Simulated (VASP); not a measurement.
## Fe: single point with PBE

Crystal: Fe.

```
CELL_PARAMETERS angstrom
0.00000 2.43996 2.43996
2.43996 0.00000 2.43996
2.43996 2.43996 0.00000
ATOMIC_POSITIONS crystal
Fe 0.00000 0.00000 0.00000
Fe 0.25000 0.25000 0.25000
```

```
Program                : VASP 6.6.1
Task                   : single point
Functional             : PBE
Potentials or basis    : VASP PAW PBE potentials, release 64 (Fe)
Cutoff                 : 520 eV
k mesh                 : 9 × 9 × 9
Occupations            : fermi-dirac, width 0.136057 eV
Spin                   : no spin polarisation
Dipole correction      : no
Further INCAR settings : ALGO = Normal; EDIFF = 1e-06; NBANDS = 15
```

```
Pressure               : -1.6 GPa
Band gap on the k mesh : zero (band 8 reaches 3.83 eV, above the bottom of band 9 at 3.16 eV)
```

Levels at points of the mesh, in eV from the Fermi level:
```tsv
k point	band 4	band 5	band 6	band 7	band 8	band 9	band 10	band 11	band 12	band 13
(0.00, 0.00, 0.00)	-2.44	-2.44	-2.44	-0.40	-0.40	-0.40	1.21	1.21	14.23	14.23
```

Run time: 31 s on 1 thread of Intel Xeon 6975P-C, with other jobs on the host, peak memory 0.16 GiB.

Caveat: the run has no spin polarisation, though such a crystal can be magnetic. Spin polarisation is off, so any magnetic state and its effect on volume and gap are missing.
